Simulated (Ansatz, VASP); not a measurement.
**Two plane-wave programs on CdTe**

The input POSCAR:

```
CdTe
1.0
    0.0000000000      3.1047774262      3.4152551688
    3.1047774262      0.0000000000      3.4152551688
    3.1047774262      3.1047774262      0.0000000000
Cd Te
1 1
Direct
    0.0000000000      0.0000000000      0.0000000000
    0.7500000000      0.7500000000      0.7500000000
```

Contents of INCAR.step1:

```
PREC = Accurate ; ENCUT = 520
ISMEAR = 0 ; SIGMA = 0.05
LREAL = F ; LASPH = T
NELM = 100 ; NBANDS = 16
GGA = PE ; ALGO = Normal
EDIFF = 1E-4 ; LWAVE = T
LCHARG = F
```

The input INCAR.step2:

```
PREC = Accurate ; ENCUT = 520
EDIFF = 1E-6 ; ISMEAR = 0
SIGMA = 0.05 ; LREAL = F
LASPH = T ; NELM = 100
ALGO = Normal ; ISIF = 2
LWAVE = F ; LCHARG = F
METAGGA = R2SCAN ; LMIXTAU = T
NBANDS = 16 ; ISTART = 1
```

Contents of KPOINTS:

```
regular mesh
0
Gamma
  8 8 8
```

Input for Ansatz:

```yaml
crystal:
  lattice:
    - [0.0, 3.1047774262, 3.4152551688]
    - [3.1047774262, 0.0, 3.4152551688]
    - [3.1047774262, 3.1047774262, 0.0]
  atoms:
    - { symbol: Cd, position: [0.0, 0.0, 0.0] }
    - { symbol: Te, position: [0.75, 0.75, 0.75] }
basis:
  ecutwfc: 500
kpoints:
  mp_grid: { grid: [8, 8, 8] }
hamiltonian:
  xc: r2scan
scf:
  occupations: { method: gaussian, width: 0.05 }
output:
  forces: true
  stress: true
  eigenvalues: true
  write_density: true
  write_potential: true
  elf: true
  volumetric_format: npy
```

Alike in both runs: task single point; functional r2SCAN; k mesh 8 × 8 × 8; occupations gaussian, width 0.05 eV; no spin polarisation.

```csv
,VASP,Ansatz
version,VASP 6.6.1,Ansatz 0.2.0
potentials or method,"VASP PAW PBE potentials, release 64 (Cd, Te), cutoff 520 eV","scalar-relativistic, plane waves, PAW"
valence electrons in the cell,18,36
```

```csv
,VASP,Ansatz,Ansatz less VASP
gap on the k mesh at the Fermi level (eV),1.22,1.22,+0.005
least direct gap on the mesh (eV),1.22,1.22,+0.005
pressure (GPa),3.2,3.0,-0.15
"traceless stress, the component that is largest in VASP (GPa)",-1.18,-1.17,+0.004
```

VASP's potentials were made for PBE, not for r2SCAN. VASP's potentials hold 18 valence electrons a cell and Ansatz's 36, so a difference there can come from the potentials and not from the codes.

Spin-orbit coupling is off throughout.
